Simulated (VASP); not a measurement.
TaCl3F:

```
CELL_PARAMETERS angstrom
4.93637 0.00000 0.00000
0.00000 4.93637 0.00000
0.00000 0.00000 4.93637
ATOMIC_POSITIONS crystal
Ta 0.50000 0.50000 0.50000
Cl 0.50000 0.00000 0.00000
Cl 0.00000 0.50000 0.00000
Cl 0.00000 0.00000 0.50000
F 0.00000 0.00000 0.00000
```

The cell was built from a structure type or drawn by symmetry, and may not be a known phase.

- Program: VASP 6.6.1
- Task: relaxation of cell and atoms
- Functional: PBE
- Potentials or basis: VASP PAW PBE potentials, release 64 (Ta_pv, Cl, F)
- Cutoff: 600 eV
- k mesh: 3 × 3 × 3
- Occupations: gaussian, width 0.15 eV
- Spin: no spin polarisation

At the start: pressure -8.5 GPa; volume 24.06 Å³/atom.

Question: How do energy, volume and symmetry change on relaxing?

Answer: Over 4 steps the energy falls by 196.8 meV/atom and the volume is 18.38 Å³/atom (-23.6 %); space group Pm-3m (No. 221, to 0.1 Å) before and after.

Step by step:
```
step  energy change (eV)  largest force (eV/Å)  pressure (GPa)  volume (Å³)
   1              0.0000                0.0000           -8.48       120.29
   2             -0.8862                0.0000           -3.89        99.45
   3             -0.9815                0.0000           -0.69        93.11
   4             -0.9839                0.0000            0.10        91.88
```

Final structure:
```
Ta Cl F
1.0
     4.51243    0.00000    0.00000
     0.00000    4.51243    0.00000
     0.00000    0.00000    4.51243
Ta Cl F
1 3 1
Direct
  0.50000 0.50000 0.50000
  0.50000 0.00000 0.00000
  0.00000 0.50000 0.00000
  0.00000 0.00000 0.50000
  0.00000 0.00000 0.00000
```

Caveat: the k points lie up to 0.46 Å⁻¹ apart in the final cell, too coarse for converged energies and pressures of a metal; the volume moved by over 15 % at a fixed basis, so the end points are rough; an odd number of electrons without spin polarisation forces a metal; a magnetic or distorted state may lie lower.
